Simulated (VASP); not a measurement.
# Cd (Im-3m) in VASP: settings compared

Cd is run at these levels: PBEsol, PBEsol+D4, RPBE; tasks: single point.

All numbers are computed with VASP 6.6.1; they aren't measurements. Logs are shortened: lines on timing, memory, paths and dates and some standing lists are left out, and cuts for length are marked.

**1. The cell of the first run**

It takes space group Im-3m (No. 229, cubic). Conventional cell: a = 3.616 Å, b = 3.616 Å, c = 3.616 Å, α = 90.00°, β = 90.00°, γ = 90.00°. Cd (site symmetry m-3m) has 14 Cd at 3.13 to 3.62 Å within 4.1 Å.

**2. Single point, PBEsol, collinear spin, ferromagnetic start (volume scaled by 1.04)**

INCAR reads:

```
SYSTEM = Cd
  PREC = Accurate
  ENCUT = 520
  EDIFF = 1E-6
  ISMEAR = -1
  SIGMA = 0.05
  LREAL = .False.
  LASPH = .True.
  NELM = 150
  ALGO = Normal
  ISIF = 2
  LWAVE = .False.
  LCHARG = .False.
  ISPIN = 2
  MAGMOM = 1
  LORBIT = 11
  NUPDOWN = 1.0
  GGA = PS
  NBANDS = 16
```

KPOINTS reads:

```
Automatic mesh
0
Gamma
  10 10 10
  0 0 0
```

POSCAR reads:

```
Cd
1.0
   -1.8078026137      1.8078026137      1.8078026137
    1.8078026137     -1.8078026137      1.8078026137
    1.8078026137      1.8078026137     -1.8078026137
Cd
1
Direct
    0.0000000000      0.0000000000      0.0000000000
```

Potentials or basis: VASP PAW PBE potentials, release 64 (Cd).

On the command line:

```sh
$ cat potpaw_PBE.64/Cd/POTCAR > POTCAR
$ mpirun -np 1 vasp_std > vasp.out
```

OUTCAR:

```text
SYSTEM = Cd
   PREC = Accurate
   ENCUT = 520
   EDIFF = 1E-6
   ISMEAR = -1
   LREAL = .False.
   LASPH = .True.
   NELM = 150
   ISIF = 2
   ISPIN = 2
   LORBIT = 11
   NUPDOWN = 1.0
   GGA = PS

 ion  position               nearest neighbor table
   1  0.000  0.000  0.000-

  LATTYP: Found a body centered cubic cell.
 ALAT       =     3.6156052274

  Lattice vectors:

 A1 = (  -1.8078026137,   1.8078026137,   1.8078026137)
 A2 = (   1.8078026137,  -1.8078026137,   1.8078026137)
 A3 = (   1.8078026137,   1.8078026137,  -1.8078026137)

Analysis of symmetry for initial positions (statically):
=====================================================================
 Subroutine PRICEL returns:
 Original cell was already a primitive cell.

 Routine SETGRP: Setting up the symmetry group for a
 body centered cubic supercell.

 Subroutine GETGRP returns: Found 48 space group operations
 (whereof 48 operations were pure point group operations)
 out of a pool of 48 trial point group operations.

The static configuration has the point symmetry O_h .

Analysis of symmetry for dynamics (positions and initial velocities):
=====================================================================
 Subroutine PRICEL returns:
 Original cell was already a primitive cell.

 Routine SETGRP: Setting up the symmetry group for a
 body centered cubic supercell.

 Subroutine GETGRP returns: Found 48 space group operations
 (whereof 48 operations were pure point group operations)
 out of a pool of 48 trial point group operations.

The dynamic configuration has the point symmetry O_h .

Analysis of structural, dynamic, and magnetic symmetry:
=====================================================================
 Subroutine PRICEL returns:
 Original cell was already a primitive cell.

 Routine SETGRP: Setting up the symmetry group for a
 body centered cubic supercell.

 Subroutine GETGRP returns: Found 48 space group operations
 (whereof 48 operations were pure point group operations)
 out of a pool of 48 trial point group operations.

The overall configuration has the point symmetry O_h .

 Subroutine INISYM returns: Found 48 space group operations
 (whereof 48 operations are pure point group operations),
 and found     1 'primitive' translations

----------------------------------------------------------------------------------------

                                     Primitive cell

  volume of cell :      23.6327

[... 99 lines left out ...]
   EMIN   =  10.00;   EMAX   =-10.00  energy-range for DOS
   EFERMI =   0.00;   METHOD = LEGACY
   ISMEAR =    -1;   SIGMA  =   0.05  broadening in eV -4-tet -1-fermi 0-gaus
   EFERMI_NEDOS =   21; number of points for ismear=-14 and -15
   IALGO  =     38    algorithm
   IMIX   =      4    mixing-type and parameters
     AMIX     =   0.40;   BMIX     =  1.00
     AMIX_MAG =   1.60;   BMIX_MAG =  1.00
  volume/ion in A,a.u.               =      23.63       159.48
  Fermi-wavevector in a.u.,A,eV,Ry     =   1.306063  2.468102 23.208838  1.705801
  Thomas-Fermi vector in A             =   2.436890
   LORBIT       =     11    0 simple, 1 ext, 2 COOP (PROOUT), +10 PAW based schemes
   GGA     = PS    functional components
   LHFCALC =     F    Hartree Fock is set to
   AEXX    =    0.0000 exact exchange contribution
   IVDW    =     0    specifies the selected vdW correction
   LEPSILON=     F    determine dielectric tensor
   LRPA    =     F    only Hartree local field effects (RPA)
 spin polarized calculation
  energy-cutoff  :      520.00
  volume of cell :       23.63
 maximum number of plane-waves:       682
   NGX = 11   NGY = 11   NGZ = 11

 number of electron      12.0000004 magnetization       1.0000000

 Free energy of the ion-electron system (eV)
  ---------------------------------------------------
  ext. energy  EPLUGINS =         0.00000000
  ---------------------------------------------------
  free energy    TOTEN  =        -0.02422664 eV

  energy without entropy =       -0.02053139  energy(sigma->0) =       -0.02237902

 E-fermi :  -0.3237     XC(G=0): -10.6815

 val. band max:        3.8586686596   @ k =   0.3000   0.2000   0.0000
 cond. band min:      -0.3142940964   @ k =   0.3000   0.2000   0.0000
 fundamental gap:     -4.1729627559
 Fermi energy:         4.0515921892

 spin component 1

 k-point     1 :       0.0000    0.0000    0.0000
  band No.  band energies     occupation
      1      -6.9115      1.00000
      2      -6.9115      1.00000
      3      -6.9115      1.00000
      4      -6.6153      1.00000
      5      -6.3279      1.00000
      6      -6.3279      1.00000
[... 435 lines left out ...]
      5      -6.3151      1.00000
      6      -3.8201      1.00000
[... 8 lines left out ...]
     15      26.2236      0.00000
     16      26.8164      0.00000

 [... further k-points ...]

 spin component 2

 k-point     1 :       0.0000    0.0000    0.0000
  band No.  band energies     occupation
      1      -6.6749      1.00000
      2      -6.6749      1.00000
      3      -6.6749      1.00000
      4      -6.1403      1.00000
      5      -6.1403      1.00000
      6      -5.5347      1.00000
[... 435 lines left out ...]
      5      -6.1191      1.00000
      6      -2.8027      1.00000
[... 8 lines left out ...]
     15      27.3745      0.00000
     16      27.8808      0.00000

 [... further k-points ...]

------------------------ aborting loop because EDIFF is reached ----------------------------------------

  FORCE on cell =-STRESS in cart. coord.  units (eV):
  Direction    XX          YY          ZZ          XY          YZ          ZX
  --------------------------------------------------------------------------------------
  -------------------------------------------------------------------------------------
  Total        0.4343219      0.4343219      0.4343219     -0.0000000      0.0000000     -0.0000000
  in kB       29.4448488     29.4448488     29.4448488     -0.0000000      0.0000000     -0.0000000
  external PRESSURE =      29.4448488 kB  Pullay stress =       0.0000000 kB

 VOLUME and BASIS-vectors are now :
 -----------------------------------------------------------------------------
  energy-cutoff  :      520.00
  volume of cell :       23.63
      direct lattice vectors                 reciprocal lattice vectors
    -1.807802614  1.807802614  1.807802614     0.000000000  0.276578868  0.276578868
     1.807802614 -1.807802614  1.807802614     0.276578868  0.000000000  0.276578868
     1.807802614  1.807802614 -1.807802614     0.276578868  0.276578868  0.000000000

 POSITION                                       TOTAL-FORCE (eV/Angst)
 -----------------------------------------------------------------------------------
      0.00000      0.00000      0.00000         0.000000      0.000000      0.000000
 -----------------------------------------------------------------------------------
    total drift:                               -0.000000      0.000000      0.000000

  FREE ENERGIE OF THE ION-ELECTRON SYSTEM (eV)
  ---------------------------------------------------
  free  energy   TOTEN  =        -0.0242266437 eV

  energy  without entropy=       -0.0205313921  energy(sigma->0) =       -0.02237902

 total charge

# of ion       s       p       d       tot
------------------------------------------
    1        0.531   0.253   9.497  10.281

 magnetization (x)

# of ion       s       p       d       tot
------------------------------------------
    1        0.208   0.163   0.043   0.415
```

OSZICAR:

```text
N       E                     dE             d eps       ncg     rms          rms(c)
DAV:   1     0.768437385750E+02    0.76844E+02   -0.62296E+03  3200   0.704E+02
DAV:   2     0.178436859067E+01   -0.75059E+02   -0.69829E+02  3632   0.200E+02
DAV:   3     0.110512261626E+00   -0.16739E+01   -0.16731E+01  3720   0.314E+01
DAV:   4     0.108304152183E+00   -0.22081E-02   -0.22081E-02  3704   0.118E+00
DAV:   5     0.108299407968E+00   -0.47442E-05   -0.47444E-05  3792   0.528E-02    0.575E+00
DAV:   6    -0.164437854519E-01   -0.12474E+00   -0.40048E-01  3512   0.410E+00    0.350E+00
DAV:   7    -0.242505221661E-01   -0.78067E-02   -0.96733E-03  3600   0.936E-01    0.192E+00
DAV:   8    -0.241937176163E-01    0.56805E-04   -0.16768E-03  3448   0.312E-01    0.890E-01
DAV:   9    -0.241410728277E-01    0.52645E-04   -0.11166E-03  3600   0.273E-01    0.114E-01
DAV:  10    -0.242116019056E-01   -0.70529E-04   -0.17625E-04  3520   0.105E-01    0.330E-02
DAV:  11    -0.242238627784E-01   -0.12261E-04   -0.70457E-06  3552   0.161E-02    0.179E-02
DAV:  12    -0.242262016020E-01   -0.23388E-05   -0.24928E-06  3168   0.115E-02    0.743E-03
DAV:  13    -0.242266437076E-01   -0.44211E-06   -0.71636E-07  2888   0.504E-03
   1 F= -.24226644E-01 E0= -.22379018E-01  d E =-.369525E-02  mag=     1.0000
```

Run time: 19 s. Hardware: 1 thread of AMD EPYC 9R45 (Zen 5), shared host; peak memory 0.13 GiB.

Results:

- Free energy: -0.0242 eV
- Pressure: 2.9 GPa
- Net moment: 1.00 μB per cell
- Site moments: Cd +0.41 μB
- Valence electrons inside the program's atomic spheres: Cd 10.28

Caveat: the cell differs from its parent crystal (volume scaled by 1.04); the PAW data sets were made with another functional, which shifts forces and pressure a little; the total moment is fixed, so each spin has its own Fermi level.

**3. Single point, PBEsol+D4**

This run uses another cell than the first one, of 20.60 Å³/atom, 0.872 times its volume.

INCAR reads:

```
ALGO = Normal
EDIFF = 1E-6
ENCUT = 520
GGA = PS
ISIF = 2
ISMEAR = 1
IVDW = 13
LASPH = True
LCHARG = False
LREAL = False
LWAVE = False
NBANDS = 12
NELM = 80
PREC = Accurate
SIGMA = 0.1
```

KPOINTS reads:

```
k-points
0
Gamma
  10 10 10
```

POSCAR reads:

```
Cd
1.0
   -1.7267929101      1.7267929101      1.7267929101
    1.7267929101     -1.7267929101      1.7267929101
    1.7267929101      1.7267929101     -1.7267929101
Cd
1
Direct
    0.0000000000      0.0000000000      0.0000000000
```

Potentials or basis: VASP PAW PBE potentials, release 64 (Cd).

On the command line:

```sh
$ cat potpaw_PBE.64/Cd/POTCAR > POTCAR
$ mpirun -np 1 vasp_std > vasp.out
```

Wall time 5.1 s (1 thread of Intel Xeon Platinum 8488C (Sapphire Rapids), shared host); peak memory 0.14 GiB.

It converged, with:

| Quantity | Value |
| --- | --- |
| Free energy | -1.3732 eV |
| Pressure | 0.4 GPa |
| Band gap on the k mesh | zero (band 6 reaches 6.62 eV, above the bottom of band 7 at 2.36 eV) |
| Dispersion energy per atom | -0.247 eV |

Levels at points of the mesh, in eV from the Fermi level:
```tsv
k point	band 4	band 5	band 6	band 7	band 8	band 9
(0.00, 0.00, 0.00)	-9.58	-8.90	-8.90	15.54	15.54	15.54
(0.50, 0.00, 0.00)	-8.87	-8.40	-2.64	-1.05	9.53	10.03
(0.50, 0.50, 0.50)	-8.52	-8.52	3.22	3.22	3.22	6.16
```

Caveat: the PAW data sets were made with another functional, which shifts forces and pressure a little; pairwise dispersion overbinds metals, which lowers pressure and volume.

(Part 1 of 2 ends here.)
